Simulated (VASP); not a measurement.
# SiC (R3m) in VASP: notebook

The runs below take SiC through single point, with PBEsol.

Program: VASP 6.6.1. These are calculated values, not measurements. Logs are shortened: lines on timing, memory, paths and dates and some standing lists are left out, and cuts for length are marked.

**1. The cell of the first run**

The structure is trigonal, space group R3m (No. 160). Conventional cell: a = 3.029 Å, b = 3.029 Å, c = 8.039 Å, α = 90.00°, β = 90.00°, γ = 120.00°. Within 2.5 Å of Si (site symmetry 3m) lie 4 C at 1.87 to 2.01 Å. Within 2.5 Å of C (site symmetry 3m) lie 4 Si at 1.87 to 2.01 Å.

**2. Single point, PBEsol**

INCAR reads:

```
PREC = Accurate ; ENCUT = 520
EDIFF = 1E-7 ; ISMEAR = 0
SIGMA = 0.05 ; LREAL = F
LASPH = T ; NELM = 60
ALGO = Normal ; ISIF = 2
LWAVE = F ; LCHARG = F
GGA = PS ; NBANDS = 11
```

KPOINTS reads:

```
regular mesh
0
Gamma
  12 12 12
```

POSCAR reads:

```
SiC
1.0
    0.0000000000      2.1419012591      2.1419012591
    2.1419012591      0.0000000000      2.1419012591
    2.2611337625      2.2611337625     -0.1192325034
Si C
1 1
Direct
    0.0000000000      0.0000000000      0.0000000000
    0.7500000000      0.7500000000      0.7500000000
```

Potentials or basis: VASP PAW PBE potentials, release 64 (Si, C).

Run with:

```
$ cat potpaw_PBE.64/Si/POTCAR potpaw_PBE.64/C/POTCAR > POTCAR
$ mpirun -np 1 vasp_std > vasp.out
```

OUTCAR:

```text
PREC = Accurate
   ENCUT = 520
   EDIFF = 1E-7
   ISMEAR = 0
   LREAL = F
   LASPH = T
   NELM = 60
   ISIF = 2
   GGA = PS

 ion  position               nearest neighbor table
   1  0.000  0.000  0.000-   2 1.87   2 1.87   2 1.87   2 2.01
   2  0.750  0.750  0.750-   1 1.87   1 1.87   1 1.87   1 2.01

  LATTYP: Found a trigonal (rhomboedric) cell.
 ALAT       =     3.1999481517
 COS(alpha) =     0.5519638990

  Lattice vectors:

 A1 = (   2.2611337625,   0.1192325034,  -2.2611337625)
 A2 = (   0.1192325034,   2.2611337625,  -2.2611337625)
 A3 = (   2.2611337625,   2.2611337625,  -0.1192325034)

Analysis of symmetry for initial positions (statically):
=====================================================================
 Subroutine PRICEL returns:
 Original cell was already a primitive cell.

 Routine SETGRP: Setting up the symmetry group for a
 trigonal (rhombohedral) supercell.

 Subroutine GETGRP returns: Found  6 space group operations
 (whereof  6 operations were pure point group operations)
 out of a pool of 12 trial point group operations.

The static configuration has the point symmetry C_3v.

Analysis of symmetry for dynamics (positions and initial velocities):
=====================================================================
 Subroutine PRICEL returns:
 Original cell was already a primitive cell.

 Routine SETGRP: Setting up the symmetry group for a
 trigonal (rhombohedral) supercell.

 Subroutine GETGRP returns: Found  6 space group operations
 (whereof  6 operations were pure point group operations)
 out of a pool of 12 trial point group operations.

The dynamic configuration has the point symmetry C_3v.

 Subroutine INISYM returns: Found  6 space group operations
 (whereof  6 operations are pure point group operations),
 and found     1 'primitive' translations

----------------------------------------------------------------------------------------

                                     Primitive cell

  volume of cell :      21.2940

  direct lattice vectors                    reciprocal lattice vectors
     0.000000000  2.141901259  2.141901259    -0.227440840  0.239434090  0.227440840
     2.141901259  0.000000000  2.141901259     0.239434090 -0.227440840  0.227440840
     2.261133763  2.261133763 -0.119232503     0.215447591  0.215447591 -0.215447591

  length of vectors
     3.029105810  3.029105810  3.199948152     0.400982986  0.400982986  0.373166174

  position of ions in fractional coordinates (direct lattice)
     0.000000000  0.000000000  0.000000000
     0.750000000  0.750000000  0.750000000

  ion indices of the primitive-cell ions
   primitive index   ion index
                 1           1
                 2           2

----------------------------------------------------------------------------------------

 KPOINTS: regular mesh

Automatic generation of k-mesh.
 Grid dimensions read from file:
 generate k-points for:   12   12   12

 Generating k-lattice:

  Cartesian coordinates                     Fractional coordinates (reciprocal lattice)
    -0.018953403  0.019952841  0.018953403     0.083333333  0.000000000 -0.000000000
     0.019952841 -0.018953403  0.018953403     0.000000000  0.083333333 -0.000000000
     0.017953966  0.017953966 -0.017953966     0.000000000  0.000000000  0.083333333

  Length of vectors
     0.033415249  0.033415249  0.031097181

  Shift w.r.t. Gamma in fractional coordinates (k-lattice)
     0.000000000  0.000000000  0.000000000

 Subroutine IBZKPT returns following result:
 ===========================================

 Found    189 irreducible k-points:

 Following reciprocal coordinates:
            Coordinates               Weight
  0.000000  0.000000  0.000000      1.000000
  0.083333  0.000000  0.000000      6.000000
  0.166667  0.000000  0.000000      6.000000
  0.250000  0.000000 -0.000000      6.000000
  0.333333  0.000000  0.000000      6.000000
  0.416667  0.000000 -0.000000      6.000000
[... 16 lines left out ...]
  0.500000  0.166667  0.000000     12.000000
 -0.416667  0.166667 -0.000000     12.000000
 [... further k-points ...]
   k-points           NKPTS =    189   k-points in BZ     NKDIM =    189   number of bands    NBANDS=     11
   number of dos      NEDOS =    301   number of ions     NIONS =      2
   total plane-waves  NPLWV =  13824
   dimension x,y,z NGX =    24 NGY =   24 NGZ =   24
   dimension x,y,z NGXF=    48 NGYF=   48 NGZF=   48
   ions per type =               1   1
   NGX,Y,Z   is equivalent  to a cutoff of  13.17, 13.17, 12.47 a.u.
   NGXF,Y,Z  is equivalent  to a cutoff of  26.34, 26.34, 24.94 a.u.
 SYSTEM =  unknown system
   PREC   = accura    normal or accurate (medium, high low for compatibility)
   ISTART =      0    job   : 0-new  1-cont  2-samecut
   ICHARG =      2    charge: 1-file 2-atom 10-const
   ISPIN  =      1    spin polarized calculation?
   LNONCOLLINEAR =      F non collinear calculations
   LSORBIT =      F    spin-orbit coupling
   LASPH  =      T    aspherical Exc in radial PAW
   ENCUT  =  520.0 eV  38.22 Ry    6.18 a.u.   5.63  5.63  5.95*2*pi/ulx,y,z
   NELM   =     60;   NELMIN=  2; NELMDL= -5     # of ELM steps
   EDIFF  = 0.1E-06   stopping-criterion for ELM
   LREAL  =      F    real-space projection
   EDIFFG = 0.1E-05   stopping-criterion for IOM
   NSW    =      0    number of steps for IOM
   IBRION =     -1    ionic relax: 0-MD 1-quasi-New 2-CG
   NFREE  =      0    steps in history (QN), initial steepest desc. (CG)
   ISIF   =      2    stress and relaxation
   ISYM   =      2    0-nonsym 1-usesym 2-fastsym
   POTIM  = 0.5000    time-step for ionic-motion
   TEBEG  =    0.0;   TEEND  =   0.0 temperature during run
   PSTRESS=    0.0 pullay stress
   NELECT =       8.0000    total number of electrons
   NUPDOWN=      -1.0000    fix difference up-down
   EMIN   =  10.00;   EMAX   =-10.00  energy-range for DOS
   EFERMI =   0.00;   METHOD = LEGACY
   ISMEAR =     0;   SIGMA  =   0.05  broadening in eV -4-tet -1-fermi 0-gaus
   EFERMI_NEDOS =   21; number of points for ismear=-14 and -15
   IALGO  =     38    algorithm
   IMIX   =      4    mixing-type and parameters
     AMIX     =   0.40;   BMIX     =  1.00
     AMIX_MAG =   1.60;   BMIX_MAG =  1.00
  volume/ion in A,a.u.               =      10.65        71.85
  Fermi-wavevector in a.u.,A,eV,Ry     =   1.181279  2.232293 18.985836  1.395420
  Thomas-Fermi vector in A             =   2.317555
   LORBIT       =      0    0 simple, 1 ext, 2 COOP (PROOUT), +10 PAW based schemes
   GGA     = PS    functional components
   LHFCALC =     F    Hartree Fock is set to
   AEXX    =    0.0000 exact exchange contribution
   IVDW    =     0    specifies the selected vdW correction
   LEPSILON=     F    determine dielectric tensor
   LRPA    =     F    only Hartree local field effects (RPA)
 non-spin polarized calculation
 Gauss-broadening in eV      SIGMA  =   0.05
  energy-cutoff  :      520.00
  volume of cell :       21.29
 maximum number of plane-waves:       616
   NGX = 11   NGY = 11   NGZ = 11

 number of electron       8.0000000 magnetization

 Free energy of the ion-electron system (eV)
  ---------------------------------------------------
  ext. energy  EPLUGINS =         0.00000000
  ---------------------------------------------------
  free energy    TOTEN  =       -15.76567634 eV

  energy without entropy =      -15.76567634  energy(sigma->0) =      -15.76567634

 E-fermi :   8.1496     XC(G=0): -11.3794

 val. band max:        7.9071910197   @ k =   0.0000   0.0000   0.0000
 cond. band min:       8.8981151484   @ k =   0.5000   0.5000   0.0000
 fundamental gap:      0.9909241287
 Fermi energy:         8.1496027429

 k-point     1 :       0.0000    0.0000    0.0000
  band No.  band energies     occupation
      1      -7.4831      2.00000
      2       7.3689      2.00000
      3       7.9072      2.00000
      4       7.9072      2.00000
      5      12.1945      0.00000
      6      15.1074      0.00000
      7      15.4137      0.00000
      8      15.4137      0.00000
      9      22.0902      0.00000
     10      22.0902      0.00000
     11      23.5104      0.00000

 k-point     2 :       0.0833    0.0000    0.0000
  band No.  band energies     occupation
      1      -7.3441      2.00000
      2       7.0668      2.00000
      3       7.4253      2.00000
      4       7.7897      2.00000
      5      12.3935      0.00000
      6      15.1520      0.00000
      7      15.5970      0.00000
      8      15.6460      0.00000
      9      21.0352      0.00000
     10      21.4295      0.00000
     11      23.7005      0.00000

 k-point     3 :       0.1667    0.0000    0.0000
  band No.  band energies     occupation
      1      -6.9308      2.00000
      2       5.5554      2.00000
      3       7.1193      2.00000
      4       7.5001      2.00000
      5      12.6942      0.00000
      6      14.9498      0.00000
      7      15.9211      0.00000
      8      16.4865      0.00000
      9      19.9677      0.00000
     10      20.7980      0.00000
     11      23.0075      0.00000

 k-point     4 :       0.2500    0.0000   -0.0000
  band No.  band energies     occupation
      1      -6.2572      2.00000
      2       3.6607      2.00000
      3       6.8667      2.00000
      4       7.1603      2.00000
      5      12.7244      0.00000
      6      14.8189      0.00000
      7      15.9209      0.00000
      8      17.1091      0.00000
      9      19.8916      0.00000
     10      21.1740      0.00000
     11      22.5264      0.00000

 k-point     5 :       0.3333    0.0000    0.0000
  band No.  band energies     occupation
      1      -5.3599      2.00000
      2       1.7694      2.00000
      3       6.6702      2.00000
      4       6.8671      2.00000
      5      12.5490      0.00000
      6      14.5589      0.00000
      7      15.5921      0.00000
      8      17.3788      0.00000
      9      20.7151      0.00000
     10      22.5423      0.00000
     11      22.8632      0.00000
[... 211 lines left out ...]
 k-point    21 :       0.3333    0.1667    0.0000
  band No.  band energies     occupation
      1      -5.5652      2.00000
      2       3.2201      2.00000
      3       5.6650      2.00000
      4       5.9300      2.00000
      5      12.1529      0.00000
      6      15.1924      0.00000
      7      16.6272      0.00000
      8      17.1293      0.00000
      9      19.9267      0.00000
     10      23.3075      0.00000
     11      25.3622      0.00000

 k-point    22 :       0.4167    0.1667    0.0000
  band No.  band energies     occupation
      1      -4.6404      2.00000
      2       1.5631      2.00000
      3       5.3177      2.00000
      4       5.6475      2.00000
      5      11.9721      0.00000
      6      15.2148      0.00000
      7      16.5857      0.00000
      8      17.6567      0.00000
      9      20.6858      0.00000
     10      24.1528      0.00000
     11      25.6613      0.00000

 k-point    23 :       0.5000    0.1667    0.0000
  band No.  band energies     occupation
      1      -3.7043      2.00000
      2       0.1773      2.00000
      3       4.8823      2.00000
      4       5.7630      2.00000
      5      12.0049      0.00000
      6      14.8985      0.00000
      7      16.2237      0.00000
      8      18.6142      0.00000
      9      21.4056      0.00000
     10      24.3635      0.00000
     11      25.6866      0.00000

 k-point    24 :      -0.4167    0.1667   -0.0000
  band No.  band energies     occupation
      1      -3.4430      2.00000
      2      -0.1682      2.00000
      3       4.6177      2.00000
      4       6.0467      2.00000
      5      12.3059      0.00000
      6      14.5946      0.00000
      7      15.9516      0.00000
      8      18.6260      0.00000
      9      22.0769      0.00000
     10      23.0751      0.00000
     11      25.7920      0.00000

 [... further k-points ...]
[... 5 lines left out ...]
  --------------------------------------------------------------------------------------
  -------------------------------------------------------------------------------------
  Total       -0.5399650     -0.5399650     -0.5399650     -1.6957406      1.6957406      1.6957406
  in kB      -40.6273898    -40.6273898    -40.6273898   -127.5888570    127.5888570    127.5888570
  external PRESSURE =     -40.6273898 kB  Pullay stress =       0.0000000 kB

 VOLUME and BASIS-vectors are now :
 -----------------------------------------------------------------------------
  energy-cutoff  :      520.00
  volume of cell :       21.29
      direct lattice vectors                 reciprocal lattice vectors
     0.000000000  2.141901259  2.141901259    -0.227440840  0.239434090  0.227440840
     2.141901259  0.000000000  2.141901259     0.239434090 -0.227440840  0.227440840
     2.261133763  2.261133763 -0.119232503     0.215447591  0.215447591 -0.215447591

 POSITION                                       TOTAL-FORCE (eV/Angst)
 -----------------------------------------------------------------------------------
      0.00000      0.00000      0.00000         0.216882      0.216882     -0.216882
      3.30228      3.30228      3.12343        -0.216882     -0.216882      0.216882
 -----------------------------------------------------------------------------------
    total drift:                               -0.000060     -0.000060      0.000060

  FREE ENERGIE OF THE ION-ELECTRON SYSTEM (eV)
  ---------------------------------------------------
  free  energy   TOTEN  =       -15.7656763420 eV

  energy  without entropy=      -15.7656763420  energy(sigma->0) =      -15.76567634
```

Run time: 32 s. Hardware: 1 thread of Intel Xeon 8259CL, shared host; peak memory 0.16 GiB.

Results:

- Free energy: -15.7657 eV
- Pressure: -4.1 GPa
- Largest force: 0.376 eV/Å
- Band gap on the k mesh: 0.99 eV, indirect (least direct gap 3.91 eV)

Forces in eV/Å, atoms in the order of the input:
```
Si   0.217  0.217 -0.217
C   -0.217 -0.217  0.217
```

Stress tensor (GPa, compression positive):
```
 -4.06 -12.76  12.76
-12.76  -4.06  12.76
 12.76  12.76  -4.06
```

Levels at points of the mesh, in eV from the valence-band top:
| k point | band 2 | band 3 | band 4 | band 5 | band 6 | band 7 |
| --- | --- | --- | --- | --- | --- | --- |
| (0.00, 0.00, 0.00) | -0.54 | 0.00 | 0.00 | 4.29 | 7.20 | 7.51 |
| (0.50, 0.00, 0.00) | -8.58 | -1.39 | -1.30 | 4.41 | 6.23 | 7.24 |
| (0.50, 0.50, 0.00) | -7.90 | -3.67 | -2.92 | 0.99 | 4.08 | 12.82 |
| (0.00, 0.00, 0.50) | -8.70 | -0.77 | -0.77 | 6.10 | 7.51 | 7.51 |

Caveat: the PAW data sets were made with another functional, which shifts forces and pressure a little.

**3. Single point, PBEsol**

This run uses another cell than the first one, of the same volume but with other edges.

INCAR reads:

```
SYSTEM = SiC
  PREC = Accurate
  ENCUT = 520
  EDIFF = 1E-6
  ISMEAR = 0
  SIGMA = 0.05
  LREAL = .False.
  LASPH = .True.
  NELM = 60
  ALGO = Normal
  ISIF = 2
  LWAVE = .False.
  LCHARG = .False.
  GGA = PS
  NBANDS = 11
```

KPOINTS reads:

```
regular mesh
0
Gamma
  12 12 12
  0 0 0
```

POSCAR reads:

```
SiC
1.0
    0.0000000000      2.2594800843      2.2594800843
    2.2594800843      0.0000000000      2.2594800843
    2.1434934399      2.1434934399      0.1159866443
Si C
1 1
Direct
    0.0000000000      0.0000000000      0.0000000000
    0.7500000000      0.7500000000      0.7500000000
```

Potentials or basis: VASP PAW PBE potentials, release 64 (Si, C).

Run with:

```
$ cat potpaw_PBE.64/Si/POTCAR potpaw_PBE.64/C/POTCAR > POTCAR
$ mpirun -np 1 vasp_std > vasp.out
```

It took 37 s on 1 thread of Intel Xeon 8259CL, shared host; peak memory 0.16 GiB.

It converged, with:

```yaml
Free_energy: -15.7541 eV
Pressure: -3.9 GPa
Largest_force: 0.999 eV/Å
Band_gap_on_the_k_mesh: 0.94 eV, indirect (least direct gap 3.84 eV)
```

Forces on the atoms (eV/Å):
```
Si  -0.577 -0.577  0.577
C    0.577  0.577 -0.577
```

Stress tensor (GPa, compression positive):
```
 -3.88  14.41 -14.41
 14.41  -3.88 -14.41
-14.41 -14.41  -3.88
```

Levels at points of the mesh, in eV from the valence-band top:
```
           k point  band 2  band 3  band 4  band 5  band 6  band 7
(0.00, 0.00, 0.00)   -0.34   -0.34    0.00    5.00    6.27    6.27
(0.50, 0.00, 0.00)   -8.69   -1.11   -1.07    5.15    6.49    7.68
(0.50, 0.50, 0.00)   -7.93   -3.77   -2.90    0.94    4.06   12.79
(0.00, 0.00, 0.50)   -8.48   -1.71   -1.71    3.83    6.18    6.18
```

Caveat: the PAW data sets were made with another functional, which shifts forces and pressure a little. A k mesh can miss the band edges.

**4. Single point, PBEsol**

This run uses another cell than the first one, of 10.96 Å³/atom, 1.029 times its volume.

INCAR reads:

```
SYSTEM = SiC
PREC = Accurate
ENCUT = 520
EDIFF = 1E-7
ISMEAR = 0
SIGMA = 0.05
LREAL = .False.
LASPH = .True.
NELM = 100
ALGO = Normal
ISIF = 2
LWAVE = .False.
LCHARG = .False.
GGA = PS
NBANDS = 11
```

KPOINTS is that of step 3.

POSCAR reads:

```
SiC
1.0
    0.0000000000      2.2812691721      2.2812691721
    2.2812691721      0.0000000000      2.2812691721
    2.1641640213      2.1641640213      0.1171051508
Si C
1 1
Direct
    0.0000000000      0.0000000000      0.0000000000
    0.7500000000      0.7500000000      0.7500000000
```

Run with:

```
$ cat potpaw_PBE.64/Si/POTCAR potpaw_PBE.64/C/POTCAR > POTCAR
$ mpirun -np 1 vasp_std > vasp.out
```

It took 35 s on 1 thread of Intel Xeon 8259CL, shared host; peak memory 0.17 GiB.

The run converged. Its results:

```yaml
Free_energy: -15.7283 eV
Pressure: -9.4 GPa
Largest_force: 0.852 eV/Å
Band_gap_on_the_k_mesh: 0.99 eV, indirect (least direct gap 3.83 eV)
```

Forces in eV/Å, atoms in the order of the input:
```
Si  -0.492 -0.492  0.492
C    0.492  0.492 -0.492
```

Stress tensor (GPa, compression positive):
```
 -9.36  13.31 -13.31
 13.31  -9.36 -13.31
-13.31 -13.31  -9.36
```

Levels at points of the mesh, in eV from the valence-band top:
```tsv
k point	band 1	band 2	band 3	band 4	band 5	band 6	band 7	band 8
(0.00, 0.00, 0.00)	-15.19	-0.31	-0.31	0.00	4.73	6.12	6.12	8.55
(0.50, 0.00, 0.00)	-11.99	-8.52	-1.08	-1.06	4.92	6.40	7.55	9.60
(0.50, 0.50, 0.00)	-10.40	-7.82	-3.68	-2.84	0.99	3.98	12.48	13.03
(0.00, 0.00, 0.50)	-11.19	-8.33	-1.67	-1.67	3.62	6.11	6.11	9.01
```

Caveat: the PAW data sets were made with another functional, which shifts forces and pressure a little. A k mesh can miss the band edges.

**5. Summary**

| cell | gap on the mesh (eV) | pressure (GPa) | largest force (eV/Å) |
| --- | --- | --- | --- |
| a = 3.029, b = 3.029, c = 3.200 Å, angles 61.8, 61.8, 60.0°, 2 atoms | 0.99 | -4.1 | 0.38 |
| a = 3.195, b = 3.195, c = 3.034 Å, angles 58.2, 58.2, 60.0°, 2 atoms | 0.94 | -3.9 | 1.00 |
| a = 3.226, b = 3.226, c = 3.063 Å, angles 58.2, 58.2, 60.0°, 2 atoms | 0.99 | -9.4 | 0.85 |

Alike in all rows: task single point; level PBEsol; potentials or basis VASP PAW PBE potentials, release 64 (Si, C); no spin polarisation; k mesh 12 × 12 × 12; cutoff (eV) 520; smearing gaussian 0.05 eV.

Caveats: the PAW data sets were made with another functional, which shifts forces and pressure a little.

Total energies depend on the potentials used, so only differences within one code and one set of settings carry meaning.
